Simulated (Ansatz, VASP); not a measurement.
## Two plane-wave programs on AlN

Contents of POSCAR:

```
AlN
1.0
    2.5854596279      0.0000000000      0.0000000000
    0.0000000000      2.5854596279      0.0000000000
    0.0000000000      0.0000000000      2.5854596279
Al N
1 1
Direct
    0.0000000000      0.0000000000      0.0000000000
    0.5000000000      0.5000000000      0.5000000000
```

File INCAR.step1:

```
SYSTEM = AlN
ALGO = Normal
EDIFF = 1E-4
ENCUT = 520
GGA = PE
ISMEAR = 1
LASPH = .True.
LCHARG = .False.
LREAL = .False.
LWAVE = .True.
NBANDS = 11
NELM = 60
PREC = Accurate
SIGMA = 0.2
```

INCAR.step2

```
SYSTEM = AlN
ALGO = Normal
EDIFF = 1E-6
ENCUT = 520
ISIF = 2
ISMEAR = 1
ISTART = 1
LASPH = .True.
LCHARG = .False.
LMIXTAU = .True.
LREAL = .False.
LWAVE = .False.
METAGGA = R2SCAN
NBANDS = 11
NELM = 60
PREC = Accurate
SIGMA = 0.2
```

File KPOINTS:

```
k-points
0
Gamma
  6 6 6
  0 0 0
```

Input for Ansatz:

```yaml
crystal:
  lattice:
    - [2.5854596279, 0.0, 0.0]
    - [0.0, 2.5854596279, 0.0]
    - [0.0, 0.0, 2.5854596279]
  atoms:
    - { symbol: Al, position: [0.0, 0.0, 0.0] }
    - { symbol: "N", position: [0.5, 0.5, 0.5] }
kpoints:
  mp_grid: { grid: [6, 6, 6] }
hamiltonian:
  xc: r2scan
scf:
  occupations: { method: cold, width: 0.2 }
  n_extra_bands: 4
output:
  forces: true
  stress: true
  eigenvalues: true
```

Alike in both runs: task single point; functional r2SCAN; k mesh 6 × 6 × 6; no spin polarisation.

|  | VASP | Ansatz |
| --- | --- | --- |
| version | VASP 6.6.1 | Ansatz 0.2.0 |
| potentials or method | VASP PAW PBE potentials, release 64 (Al, N) | plane waves |
| plane-wave cutoff (eV) | 520 | 500 |
| occupations | methfessel-paxton of order 1, width 0.2 eV | cold, width 0.2 eV |
| valence electrons in the cell | 8 | 8 |

|  | VASP | Ansatz | Ansatz less VASP |
| --- | --- | --- | --- |
| pressure (GPa) | -1.1 | -0.4 | +0.68 |

VASP's potentials were made for PBE, not for r2SCAN.

The k mesh is coarse, so the values compare programs but aren't converged.
